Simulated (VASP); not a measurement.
# Si (I4/mmm) in VASP: a series of runs

Runs on Si. Level: LDA. Tasks: single point.

All numbers are computed with VASP 6.6.1; they aren't measurements. Logs are shortened: lines on timing, memory, paths and dates and some standing lists are left out, and cuts for length are marked.

### 1 The cell of the first run

The structure is tetragonal, space group I4/mmm (No. 139). The conventional cell has a = 3.173 Å, b = 3.173 Å, c = 2.531 Å, α = 90.00°, β = 90.00°, γ = 90.00°. Within 3.3 Å of Si (site symmetry 4/mmm) lie 14 Si at 2.53 to 3.17 Å.

### 2 Single point, LDA (strain -0.030 along x and y, -0.030 along z)

File INCAR:

```
PREC = Accurate
ENCUT = 520
EDIFF = 1E-7
ISMEAR = 0
SIGMA = 0.15
LREAL = False
LASPH = True
NELM = 100
ALGO = Normal
ISIF = 2
LWAVE = False
LCHARG = False
GGA = CA
NBANDS = 8
```

File KPOINTS:

```
Automatic mesh
0
Gamma
  28 28 28
```

File POSCAR:

```
Si
1.0
   -1.5865930527      1.5865930527      1.2656679211
    1.5865930527     -1.5865930527      1.2656679211
    1.5865930527      1.5865930527     -1.2656679211
Si
1
Direct
    0.0000000000      0.0000000000      0.0000000000
```

Potentials or basis: VASP PAW LDA potentials, release 64 (Si).

Started as:

```console
$ cat potpaw_LDA.64/Si/POTCAR > POTCAR
$ mpirun -np 1 vasp_std > vasp.out
```

OUTCAR:

```text
PREC = Accurate
   ENCUT = 520
   EDIFF = 1E-7
   ISMEAR = 0
   LREAL = False
   LASPH = True
   NELM = 100
   ISIF = 2
   GGA = CA

 ion  position               nearest neighbor table
   1  0.000  0.000  0.000-

  LATTYP: Found a body centered tetragonal cell.
 ALAT       =     3.1731861054
 C/A-ratio  =     0.7977268771

  Lattice vectors:

 A1 = (  -1.5865930527,   1.5865930527,   1.2656679211)
 A2 = (   1.5865930527,  -1.5865930527,   1.2656679211)
 A3 = (   1.5865930527,   1.5865930527,  -1.2656679211)

Analysis of symmetry for initial positions (statically):
=====================================================================
 Subroutine PRICEL returns:
 Original cell was already a primitive cell.

 Routine SETGRP: Setting up the symmetry group for a
 body centered tetragonal supercell.

 Subroutine GETGRP returns: Found 16 space group operations
 (whereof 16 operations were pure point group operations)
 out of a pool of 16 trial point group operations.

The static configuration has the point symmetry D_4h.

Analysis of symmetry for dynamics (positions and initial velocities):
=====================================================================
 Subroutine PRICEL returns:
 Original cell was already a primitive cell.

 Routine SETGRP: Setting up the symmetry group for a
 body centered tetragonal supercell.

 Subroutine GETGRP returns: Found 16 space group operations
 (whereof 16 operations were pure point group operations)
 out of a pool of 16 trial point group operations.

The dynamic configuration has the point symmetry D_4h.

 Subroutine INISYM returns: Found 16 space group operations
 (whereof 16 operations are pure point group operations),
 and found     1 'primitive' translations

----------------------------------------------------------------------------------------

                                     Primitive cell

  volume of cell :      12.7441

  direct lattice vectors                    reciprocal lattice vectors
    -1.586593053  1.586593053  1.265667921     0.000000000  0.315140671  0.395048331
     1.586593053 -1.586593053  1.265667921     0.315140671  0.000000000  0.395048331
     1.586593053  1.586593053 -1.265667921     0.315140671  0.315140671  0.000000000

  length of vectors
     2.576134763  2.576134763  2.576134763     0.505348223  0.505348223  0.445676212

  position of ions in fractional coordinates (direct lattice)
     0.000000000  0.000000000  0.000000000

  ion indices of the primitive-cell ions
   primitive index   ion index
                 1           1

----------------------------------------------------------------------------------------

 KPOINTS: Automatic mesh

Automatic generation of k-mesh.
 Grid dimensions read from file:
 generate k-points for:   28   28   28

 Generating k-lattice:

  Cartesian coordinates                     Fractional coordinates (reciprocal lattice)
     0.000000000  0.011255024  0.014108869     0.035714286  0.000000000  0.000000000
     0.011255024  0.000000000  0.014108869     0.000000000  0.035714286  0.000000000
     0.011255024  0.011255024  0.000000000     0.000000000  0.000000000  0.035714286

  Length of vectors
     0.018048151  0.018048151  0.015917008

  Shift w.r.t. Gamma in fractional coordinates (k-lattice)
     0.000000000  0.000000000  0.000000000

 Subroutine IBZKPT returns following result:
 ===========================================

 Found   1639 irreducible k-points:

 Following reciprocal coordinates:
            Coordinates               Weight
  0.000000  0.000000  0.000000      1.000000
  0.035714  0.000000  0.000000      8.000000
  0.071429  0.000000  0.000000      8.000000
  0.107143  0.000000 -0.000000      8.000000
  0.142857  0.000000 -0.000000      8.000000
  0.178571  0.000000 -0.000000      8.000000
[... 16 lines left out ...]
  0.285714  0.035714  0.000000     16.000000
  0.321429  0.035714 -0.000000     16.000000
 [... further k-points ...]
   k-points           NKPTS =   1639   k-points in BZ     NKDIM =   1639   number of bands    NBANDS=      8
   number of dos      NEDOS =    301   number of ions     NIONS =      1
   total plane-waves  NPLWV =   8000
   dimension x,y,z NGX =    20 NGY =   20 NGZ =   20
   dimension x,y,z NGXF=    40 NGYF=   40 NGZF=   40
   ions per type =               1
   NGX,Y,Z   is equivalent  to a cutoff of  12.91, 12.91, 12.91 a.u.
   NGXF,Y,Z  is equivalent  to a cutoff of  25.81, 25.81, 25.81 a.u.
 SYSTEM =  unknown system
   PREC   = accura    normal or accurate (medium, high low for compatibility)
   ISTART =      0    job   : 0-new  1-cont  2-samecut
   ICHARG =      2    charge: 1-file 2-atom 10-const
   ISPIN  =      1    spin polarized calculation?
   LNONCOLLINEAR =      F non collinear calculations
   LSORBIT =      F    spin-orbit coupling
   LASPH  =      T    aspherical Exc in radial PAW
   ENCUT  =  520.0 eV  38.22 Ry    6.18 a.u.   4.79  4.79  4.79*2*pi/ulx,y,z
   NELM   =    100;   NELMIN=  2; NELMDL= -5     # of ELM steps
   EDIFF  = 0.1E-06   stopping-criterion for ELM
   LREAL  =      F    real-space projection
   EDIFFG = 0.1E-05   stopping-criterion for IOM
   NSW    =      0    number of steps for IOM
   IBRION =     -1    ionic relax: 0-MD 1-quasi-New 2-CG
   NFREE  =      0    steps in history (QN), initial steepest desc. (CG)
   ISIF   =      2    stress and relaxation
   ISYM   =      2    0-nonsym 1-usesym 2-fastsym
   POTIM  = 0.5000    time-step for ionic-motion
   TEBEG  =    0.0;   TEEND  =   0.0 temperature during run
   PSTRESS=    0.0 pullay stress
   NELECT =       4.0000    total number of electrons
   NUPDOWN=      -1.0000    fix difference up-down
   EMIN   =  10.00;   EMAX   =-10.00  energy-range for DOS
   EFERMI =   0.00;   METHOD = LEGACY
   ISMEAR =     0;   SIGMA  =   0.15  broadening in eV -4-tet -1-fermi 0-gaus
   EFERMI_NEDOS =   21; number of points for ismear=-14 and -15
   IALGO  =     38    algorithm
   IMIX   =      4    mixing-type and parameters
     AMIX     =   0.40;   BMIX     =  1.00
     AMIX_MAG =   1.60;   BMIX_MAG =  1.00
  volume/ion in A,a.u.               =      12.74        86.00
  Fermi-wavevector in a.u.,A,eV,Ry     =   1.112563  2.102439 16.841237  1.237796
  Thomas-Fermi vector in A             =   2.249138
   LORBIT       =      0    0 simple, 1 ext, 2 COOP (PROOUT), +10 PAW based schemes
   GGA     = CA    functional components
   LHFCALC =     F    Hartree Fock is set to
   AEXX    =    0.0000 exact exchange contribution
   IVDW    =     0    specifies the selected vdW correction
   LEPSILON=     F    determine dielectric tensor
   LRPA    =     F    only Hartree local field effects (RPA)
 non-spin polarized calculation
 Gauss-broadening in eV      SIGMA  =   0.15
  energy-cutoff  :      520.00
  volume of cell :       12.74
 maximum number of plane-waves:       356
   NGX =  9   NGY =  9   NGZ =  9

 number of electron       4.0000000 magnetization

 Free energy of the ion-electron system (eV)
  ---------------------------------------------------
  ext. energy  EPLUGINS =         0.00000000
  ---------------------------------------------------
  free energy    TOTEN  =        -5.52686808 eV

  energy without entropy =       -5.52241676  energy(sigma->0) =       -5.52464242

 E-fermi :  11.8620     XC(G=0): -11.7709

 val. band max:       11.8596234385   @ k =   0.2857   0.1429   0.1429
 cond. band min:      11.8634269910   @ k =  -0.3214   0.5000   0.2500
 fundamental gap:      0.0038035525
 Fermi energy:        11.8620398606

 k-point     1 :       0.0000    0.0000    0.0000
  band No.  band energies     occupation
      1      -3.7350      2.00000
      2      21.3896      0.00000
      3      22.6156      0.00000
      4      22.6156      0.00000
      5      24.9877      0.00000
      6      27.3574      0.00000
      7      27.9490      0.00000
      8      27.9490      0.00000

 k-point     2 :       0.0357    0.0000    0.0000
  band No.  band energies     occupation
      1      -3.6878      2.00000
      2      20.9658      0.00000
      3      22.4390      0.00000
      4      23.0879      0.00000
      5      24.9139      0.00000
      6      27.0833      0.00000
      7      27.6542      0.00000
      8      28.0253      0.00000

 k-point     3 :       0.0714    0.0000    0.0000
  band No.  band energies     occupation
      1      -3.5462      2.00000
      2      20.2804      0.00000
      3      22.0209      0.00000
      4      23.8707      0.00000
      5      24.2726      0.00000
      6      26.9072      0.00000
      7      27.0113      0.00000
      8      28.0854      0.00000

 k-point     4 :       0.1071    0.0000   -0.0000
  band No.  band energies     occupation
      1      -3.3105      2.00000
      2      19.6155      0.00000
      3      21.5153      0.00000
      4      22.9435      0.00000
      5      24.3893      0.00000
      6      26.5886      0.00000
      7      26.8478      0.00000
      8      28.3722      0.00000

 k-point     5 :       0.1429    0.0000   -0.0000
  band No.  band energies     occupation
      1      -2.9810      2.00000
      2      19.0138      0.00000
      3      20.9669      0.00000
      4      21.3465      0.00000
      5      24.0610      0.00000
      6      26.4668      0.00000
      7      27.0714      0.00000
      8      29.0837      0.00000

 k-point     6 :       0.1786    0.0000   -0.0000
  band No.  band energies     occupation
      1      -2.5581      2.00000
      2      18.4865      0.00000
      3      19.5182      0.00000
      4      20.5751      0.00000
      5      23.2643      0.00000
      6      25.8743      0.00000
      7      28.1321      0.00000
      8      30.0021      0.00000

 k-point     7 :       0.2143    0.0000   -0.0000
  band No.  band energies     occupation
      1      -2.0427      2.00000
      2      17.7531      0.00000
      3      18.0378      0.00000
      4      20.1459      0.00000
      5      22.3936      0.00000
      6      25.2019      0.00000
      7      29.3979      0.00000
      8      30.1491      0.00000

 k-point     8 :       0.2500    0.0000    0.0000
  band No.  band energies     occupation
      1      -1.4354      2.00000
      2      15.9980      0.00000
      3      17.6693      0.00000
      4      19.7820      0.00000
      5      21.5510      0.00000
      6      24.5209      0.00000
      7      30.1190      0.00000
      8      30.7741      0.00000

 k-point     9 :       0.2857    0.0000    0.0000
  band No.  band energies     occupation
      1      -0.7372      2.00000
      2      14.2816      0.00000
      3      17.3813      0.00000
      4      19.4807      0.00000
      5      20.7686      0.00000
      6      23.8726      0.00000
      7      30.1758      0.00000
      8      32.2271      0.00000

 k-point    10 :       0.3214    0.0000   -0.0000
  band No.  band energies     occupation
      1       0.0506      2.00000
      2      12.6191      0.00000
      3      17.1733      0.00000
      4      19.2408      0.00000
      5      20.0610      0.00000
      6      23.2831      0.00000
      7      30.3109      0.00000
      8      33.7333      0.00000
[... 78 lines left out ...]
 k-point    18 :       0.1071    0.0357    0.0000
  band No.  band energies     occupation
      1      -3.0904      2.00000
      2      19.4669      0.00000
      3      21.8025      0.00000
      4      21.8944      0.00000
      5      23.7528      0.00000
      6      25.5687      0.00000
      7      26.8643      0.00000
      8      28.9590      0.00000

 k-point    19 :       0.1429    0.0357   -0.0000
  band No.  band energies     occupation
      1      -2.7038      2.00000
      2      18.9228      0.00000
      3      20.2087      0.00000
      4      21.2906      0.00000
      5      23.0626      0.00000
      6      25.5854      0.00000
      7      27.2630      0.00000
      8      29.5352      0.00000

 k-point    20 :       0.1786    0.0357   -0.0000
  band No.  band energies     occupation
      1      -2.2242      2.00000
      2      18.3638      0.00000
      3      18.5450      0.00000
      4      20.7736      0.00000
      5      22.2468      0.00000
      6      25.1533      0.00000
      7      28.2905      0.00000
      8      29.2992      0.00000

 k-point    21 :       0.2143    0.0357    0.0000
  band No.  band energies     occupation
      1      -1.6526      2.00000
      2      16.6869      0.00000
      3      18.0685      0.00000
      4      20.2522      0.00000
      5      21.5041      0.00000
      6      24.5552      0.00000
      7      29.1783      0.00000
      8      29.5873      0.00000

 k-point    22 :       0.2500    0.0357    0.0000
  band No.  band energies     occupation
      1      -0.9897      2.00000
      2      14.9604      0.00000
      3      17.7474      0.00000
      4      19.7044      0.00000
      5      20.9002      0.00000
      6      23.9398      0.00000
      7      29.1988      0.00000
      8      30.9814      0.00000

 k-point    23 :       0.2857    0.0357    0.0000
  band No.  band energies     occupation
      1      -0.2366      2.00000
      2      13.2791      0.00000
      3      17.5053      0.00000
      4      19.1327      0.00000
      5      20.4473      0.00000
      6      23.3672      0.00000
      7      29.3095      0.00000
      8      32.4597      0.00000

 k-point    24 :       0.3214    0.0357   -0.0000
  band No.  band energies     occupation
      1       0.6053      2.00000
      2      11.6567      1.94718
      3      17.3368      0.00000
      4      18.5747      0.00000
      5      20.1141      0.00000
      6      22.8711      0.00000
      7      29.5044      0.00000
      8      33.9859      0.00000

 [... further k-points ...]

------------------------ aborting loop because EDIFF is reached ----------------------------------------

  FORCE on cell =-STRESS in cart. coord.  units (eV):
  Direction    XX          YY          ZZ          XY          YZ          ZX
  --------------------------------------------------------------------------------------
  -------------------------------------------------------------------------------------
  Total        0.8566593      0.8566593      0.9232463      0.0000000      0.0000000      0.0000000
  in kB      107.6980597    107.6980597    116.0692834      0.0000000      0.0000000      0.0000000
  external PRESSURE =     110.4884676 kB  Pullay stress =       0.0000000 kB

 VOLUME and BASIS-vectors are now :
 -----------------------------------------------------------------------------
  energy-cutoff  :      520.00
  volume of cell :       12.74
      direct lattice vectors                 reciprocal lattice vectors
    -1.586593053  1.586593053  1.265667921     0.000000000  0.315140671  0.395048331
     1.586593053 -1.586593053  1.265667921     0.315140671  0.000000000  0.395048331
     1.586593053  1.586593053 -1.265667921     0.315140671  0.315140671  0.000000000

 POSITION                                       TOTAL-FORCE (eV/Angst)
 -----------------------------------------------------------------------------------
      0.00000      0.00000      0.00000        -0.000000      0.000000      0.000000
 -----------------------------------------------------------------------------------
    total drift:                                0.000000      0.000000     -0.000000

  FREE ENERGIE OF THE ION-ELECTRON SYSTEM (eV)
  ---------------------------------------------------
  free  energy   TOTEN  =        -5.5268680818 eV

  energy  without entropy=       -5.5224167606  energy(sigma->0) =       -5.52464242
```

It took 43 s on 1 thread of Intel Xeon 6975P-C (Granite Rapids), shared host; peak memory 0.23 GiB.

What came out:

| Item | Value |
| --- | --- |
| Free energy | -5.5269 eV |
| Pressure | 11.0 GPa |
| Band gap on the k mesh | zero (band 2 reaches 21.85 eV, above the bottom of band 3 at 8.00 eV) |

Levels at points of the mesh, in eV from the Fermi level:
```tsv
k point	band 1	band 2	band 3	band 4	band 5	band 6
(0.00, 0.00, 0.00)	-15.60	9.53	10.75	10.75	13.13	15.50
(0.50, 0.00, 0.00)	-6.93	-6.14	5.20	6.21	6.93	9.92
(0.50, 0.50, 0.00)	-8.99	-8.07	10.24	12.20	12.34	12.95
(0.50, 0.50, 0.50)	-2.73	-2.73	-1.47	0.73	5.01	7.47
```

Caveat: the cell differs from its parent crystal (strain -0.030 along x and y, -0.030 along z).

[end of part 1 of 2]
